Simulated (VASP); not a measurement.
# Cl (Cmce) in VASP: settings compared

The runs below take Cl through single point, with PBEsol, LDA.

Everything below comes from runs of VASP 6.6.1. Logs are shortened: lines on timing, memory, paths and dates and some standing lists are left out, and cuts for length are marked.

### Step 1. The cell of the first run

Symmetry: Cmce, No. 64, orthorhombic system. Conventional cell: a = 6.248 Å, b = 4.470 Å, c = 8.155 Å, α = 90.00°, β = 90.00°, γ = 90.00°. Cl (site symmetry m) has 1 Cl at 2.00 Å within 2.7 Å.

### Step 2. Single point, PBEsol (28.47 Å³/atom)

File INCAR:

```
  PREC = Accurate
  ENCUT = 520
  EDIFF = 1E-7
  ISMEAR = -1
  SIGMA = 0.05
  LREAL = F
  LASPH = T
  NELM = 60
  ALGO = Normal
  ISIF = 2
  LWAVE = F
  LCHARG = F
  GGA = PS
  NBANDS = 22
```

File KPOINTS:

```
regular mesh
0
Gamma
  7 7 4
```

File POSCAR:

```
Cl
1.0
    3.1238919815     -2.2348988739      0.0000000000
    3.1238919815      2.2348988739      0.0000000000
    0.0000000000      0.0000000000      8.1548976686
Cl
4
Direct
    0.3700000000      0.6300000000      0.4000000000
    0.1300000000      0.8700000000      0.9000000000
    0.6300000000      0.3700000000      0.6000000000
    0.8700000000      0.1300000000      0.1000000000
```

Potentials or basis: VASP PAW PBE potentials, release 64 (Cl).

Started as:

```
> cat potpaw_PBE.64/Cl/POTCAR > POTCAR
> mpirun -np 1 vasp_std > vasp.out
```

OUTCAR:

```text
PREC = Accurate
   ENCUT = 520
   EDIFF = 1E-7
   ISMEAR = -1
   LREAL = F
   LASPH = T
   NELM = 60
   ISIF = 2
   GGA = PS

 ion  position               nearest neighbor table
   1  0.370  0.630  0.400-   3 2.00
   2  0.130  0.870  0.900-   4 2.00
   3  0.630  0.370  0.600-   1 2.00
   4  0.870  0.130  0.100-   2 2.00

  LATTYP: Found a base centered orthorhombic cell.
 ALAT       =     4.4697977478
 B/A-ratio  =     1.3977777778
 C/A-ratio  =     1.8244444444

  Lattice vectors:

 A1 = (  -3.1238919815,  -2.2348988739,   0.0000000000)
 A2 = (   3.1238919815,  -2.2348988739,   0.0000000000)
 A3 = (   0.0000000000,   0.0000000000,   8.1548976686)

Analysis of symmetry for initial positions (statically):
=====================================================================
 Subroutine PRICEL returns:
 Original cell was already a primitive cell.

 Routine SETGRP: Setting up the symmetry group for a
 base centered orthorhombic supercell.

 Subroutine GETGRP returns: Found  8 space group operations
 (whereof  4 operations were pure point group operations)
 out of a pool of  8 trial point group operations.

The static configuration has the point symmetry C_2h.
 The point group associated with its full space group is D_2h.

Analysis of symmetry for dynamics (positions and initial velocities):
=====================================================================
 Subroutine PRICEL returns:
 Original cell was already a primitive cell.

 Routine SETGRP: Setting up the symmetry group for a
 base centered orthorhombic supercell.

 Subroutine GETGRP returns: Found  8 space group operations
 (whereof  4 operations were pure point group operations)
 out of a pool of  8 trial point group operations.

The dynamic configuration has the point symmetry C_2h.
 The point group associated with its full space group is D_2h.

 Subroutine INISYM returns: Found  8 space group operations
 (whereof  4 operations are pure point group operations),
 and found     1 'primitive' translations

----------------------------------------------------------------------------------------

                                     Primitive cell

  volume of cell :     113.8682

  direct lattice vectors                    reciprocal lattice vectors
     3.123891981 -2.234898874  0.000000000     0.160056751 -0.223723769  0.000000000
     3.123891981  2.234898874  0.000000000     0.160056751  0.223723769  0.000000000
     0.000000000  0.000000000  8.154897669     0.000000000  0.000000000  0.122625696

  length of vectors
     3.841025135  3.841025135  8.154897669     0.275082694  0.275082694  0.122625696

  position of ions in fractional coordinates (direct lattice)
     0.370000000  0.630000000  0.400000000
     0.130000000  0.870000000  0.900000000
     0.630000000  0.370000000  0.600000000
     0.870000000  0.130000000  0.100000000

  ion indices of the primitive-cell ions
   primitive index   ion index
                 1           1
                 2           2
                 3           3
                 4           4

----------------------------------------------------------------------------------------

 KPOINTS: regular mesh

Automatic generation of k-mesh.
 Grid dimensions read from file:
 generate k-points for:    7    7    4

 Generating k-lattice:

  Cartesian coordinates                     Fractional coordinates (reciprocal lattice)
     0.022865250 -0.031960538  0.000000000     0.142857143  0.000000000  0.000000000
     0.022865250  0.031960538  0.000000000     0.000000000  0.142857143  0.000000000
     0.000000000  0.000000000  0.030656424     0.000000000  0.000000000  0.250000000

  Length of vectors
     0.039297528  0.039297528  0.030656424

  Shift w.r.t. Gamma in fractional coordinates (k-lattice)
     0.000000000  0.000000000  0.000000000

 Subroutine IBZKPT returns following result:
 ===========================================

 Found     48 irreducible k-points:

 Following reciprocal coordinates:
            Coordinates               Weight
  0.000000  0.000000  0.000000      1.000000
  0.142857  0.000000  0.000000      4.000000
  0.285714 -0.000000  0.000000      4.000000
  0.428571  0.000000  0.000000      4.000000
  0.142857  0.142857  0.000000      2.000000
  0.285714  0.142857  0.000000      4.000000
[... 16 lines left out ...]
  0.428571  0.142857  0.250000      8.000000
 -0.428571  0.142857  0.250000      8.000000
 [... further k-points ...]
   k-points           NKPTS =     48   k-points in BZ     NKDIM =     48   number of bands    NBANDS=     22
   number of dos      NEDOS =    301   number of ions     NIONS =      4
   total plane-waves  NPLWV =  57600
   dimension x,y,z NGX =    30 NGY =   30 NGZ =   64
   dimension x,y,z NGXF=    60 NGYF=   60 NGZF=  128
   ions per type =               4
   NGX,Y,Z   is equivalent  to a cutoff of  12.98, 12.98, 13.05 a.u.
   NGXF,Y,Z  is equivalent  to a cutoff of  25.97, 25.97, 26.09 a.u.
 SYSTEM =  unknown system
   PREC   = accura    normal or accurate (medium, high low for compatibility)
   ISTART =      0    job   : 0-new  1-cont  2-samecut
   ICHARG =      2    charge: 1-file 2-atom 10-const
   ISPIN  =      1    spin polarized calculation?
   LNONCOLLINEAR =      F non collinear calculations
   LSORBIT =      F    spin-orbit coupling
   LASPH  =      T    aspherical Exc in radial PAW
   ENCUT  =  520.0 eV  38.22 Ry    6.18 a.u.   7.14  7.14 15.16*2*pi/ulx,y,z
   NELM   =     60;   NELMIN=  2; NELMDL= -5     # of ELM steps
   EDIFF  = 0.1E-06   stopping-criterion for ELM
   LREAL  =      F    real-space projection
   EDIFFG = 0.1E-05   stopping-criterion for IOM
   NSW    =      0    number of steps for IOM
   IBRION =     -1    ionic relax: 0-MD 1-quasi-New 2-CG
   NFREE  =      0    steps in history (QN), initial steepest desc. (CG)
   ISIF   =      2    stress and relaxation
   ISYM   =      2    0-nonsym 1-usesym 2-fastsym
   POTIM  = 0.5000    time-step for ionic-motion
   TEBEG  =    0.0;   TEEND  =   0.0 temperature during run
   PSTRESS=    0.0 pullay stress
   NELECT =      28.0000    total number of electrons
   NUPDOWN=      -1.0000    fix difference up-down
   EMIN   =  10.00;   EMAX   =-10.00  energy-range for DOS
   EFERMI =   0.00;   METHOD = LEGACY
   ISMEAR =    -1;   SIGMA  =   0.05  broadening in eV -4-tet -1-fermi 0-gaus
   EFERMI_NEDOS =   21; number of points for ismear=-14 and -15
   IALGO  =     38    algorithm
   IMIX   =      4    mixing-type and parameters
     AMIX     =   0.40;   BMIX     =  1.00
     AMIX_MAG =   1.60;   BMIX_MAG =  1.00
  volume/ion in A,a.u.               =      28.47       192.11
  Fermi-wavevector in a.u.,A,eV,Ry     =   1.025636  1.938172 14.312374  1.051930
  Thomas-Fermi vector in A             =   2.159487
   LORBIT       =      0    0 simple, 1 ext, 2 COOP (PROOUT), +10 PAW based schemes
   GGA     = PS    functional components
   LHFCALC =     F    Hartree Fock is set to
   AEXX    =    0.0000 exact exchange contribution
   IVDW    =     0    specifies the selected vdW correction
   LEPSILON=     F    determine dielectric tensor
   LRPA    =     F    only Hartree local field effects (RPA)
 non-spin polarized calculation
  energy-cutoff  :      520.00
  volume of cell :      113.87
 maximum number of plane-waves:      3102
 NGX is ok and might be reduce to    30
   NGX = 15   NGY = 15   NGZ = 31

 number of electron      28.0000000 magnetization

 Free energy of the ion-electron system (eV)
  ---------------------------------------------------
  ext. energy  EPLUGINS =         0.00000000
  ---------------------------------------------------
  free energy    TOTEN  =        -7.97885486 eV

  energy without entropy =       -7.97885486  energy(sigma->0) =       -7.97885486

 E-fermi :   0.7115     XC(G=0):  -8.0107

 val. band max:       -0.4689329353   @ k =  -0.4286   0.4286   0.0000
 cond. band min:       2.0836268157   @ k =   0.1429   0.0000   0.0000
 fundamental gap:      2.5525597510
 Fermi energy:         0.7114987345

 k-point     1 :       0.0000    0.0000    0.0000
  band No.  band energies     occupation
      1     -17.1970      2.00000
      2     -16.9842      2.00000
      3     -13.0765      2.00000
      4     -12.4926      2.00000
      5      -5.8936      2.00000
      6      -5.0340      2.00000
[... 14 lines left out ...]
     21       9.5950      0.00000
     22       9.9171      0.00000

 k-point     2 :       0.1429    0.0000    0.0000
  band No.  band energies     occupation
      1     -17.1592      2.00000
      2     -16.9656      2.00000
      3     -13.0508      2.00000
      4     -12.5285      2.00000
      5      -5.8897      2.00000
      6      -5.0794      2.00000
[... 14 lines left out ...]
     21       9.4874      0.00000
     22       9.9931      0.00000

 k-point     3 :       0.2857   -0.0000    0.0000
  band No.  band energies     occupation
      1     -17.0658      2.00000
      2     -16.9289      2.00000
      3     -12.9808      2.00000
      4     -12.6259      2.00000
      5      -5.8582      2.00000
      6      -5.2329      2.00000
[... 14 lines left out ...]
     21       9.7330      0.00000
     22      10.5017      0.00000
[... 476 lines left out ...]
 k-point    23 :       0.4286    0.1429    0.2500
  band No.  band energies     occupation
      1     -16.9785      2.00000
      2     -16.9023      2.00000
      3     -12.8800      2.00000
      4     -12.6923      2.00000
      5      -5.7028      2.00000
      6      -5.3801      2.00000
[... 14 lines left out ...]
     21       9.8444      0.00000
     22      10.0262      0.00000

 k-point    24 :      -0.4286    0.1429    0.2500
  band No.  band energies     occupation
      1     -16.9295      2.00000
      2     -16.9165      2.00000
      3     -12.8233      2.00000
      4     -12.7972      2.00000
      5      -5.5757      2.00000
      6      -5.5482      2.00000
[... 14 lines left out ...]
     21       9.9424      0.00000
     22      10.2293      0.00000

 [... further k-points ...]

------------------------ aborting loop because EDIFF is reached ----------------------------------------

  FORCE on cell =-STRESS in cart. coord.  units (eV):
  Direction    XX          YY          ZZ          XY          YZ          ZX
  --------------------------------------------------------------------------------------
  -------------------------------------------------------------------------------------
  Total        0.1491404     -0.6439651     -0.8888913      0.0000000      0.0000000      0.0000000
  in kB        2.0984733     -9.0608833    -12.5071062      0.0000000      0.0000000      0.0000000
  external PRESSURE =      -6.4898387 kB  Pullay stress =       0.0000000 kB

 VOLUME and BASIS-vectors are now :
 -----------------------------------------------------------------------------
  energy-cutoff  :      520.00
  volume of cell :      113.87
      direct lattice vectors                 reciprocal lattice vectors
     3.123891981 -2.234898874  0.000000000     0.160056751 -0.223723769  0.000000000
     3.123891981  2.234898874  0.000000000     0.160056751  0.223723769  0.000000000
     0.000000000  0.000000000  8.154897669     0.000000000  0.000000000  0.122625696

 POSITION                                       TOTAL-FORCE (eV/Angst)
 -----------------------------------------------------------------------------------
      3.12389      0.58107      3.26196         0.000000     -0.111765     -0.008185
      3.12389      1.65383      7.33941         0.000000      0.111765     -0.008185
      3.12389     -0.58107      4.89294         0.000000      0.111765      0.008185
      3.12389     -1.65383      0.81549         0.000000     -0.111765      0.008185
 -----------------------------------------------------------------------------------
    total drift:                                0.000000     -0.000000     -0.000000

  FREE ENERGIE OF THE ION-ELECTRON SYSTEM (eV)
  ---------------------------------------------------
  free  energy   TOTEN  =        -7.9788548601 eV

  energy  without entropy=       -7.9788548601  energy(sigma->0) =       -7.97885486
```

Wall time 3.1 min (1 thread of Intel Xeon 8259CL, shared host); peak memory 0.25 GiB.

What came out:

| Item | Value |
| --- | --- |
| Free energy | -7.9789 eV |
| Pressure | -0.6 GPa |
| Largest force | 0.112 eV/Å |
| Band gap on the k mesh | 2.55 eV (least direct gap 2.61 eV) |

Forces on the atoms (eV/Å):
```
Cl   0.000 -0.112 -0.008
Cl   0.000  0.112 -0.008
Cl   0.000  0.112  0.008
Cl   0.000 -0.112  0.008
```

Caveat: this functional lacks dispersion, which holds the molecules together, so the pressure and a relaxed volume are unreliable; the PAW data sets were made with another functional, which shifts forces and pressure a little; an odd mesh through Γ misses points on the zone boundary, where band edges can lie.

(Continued in part 2 of 2.)
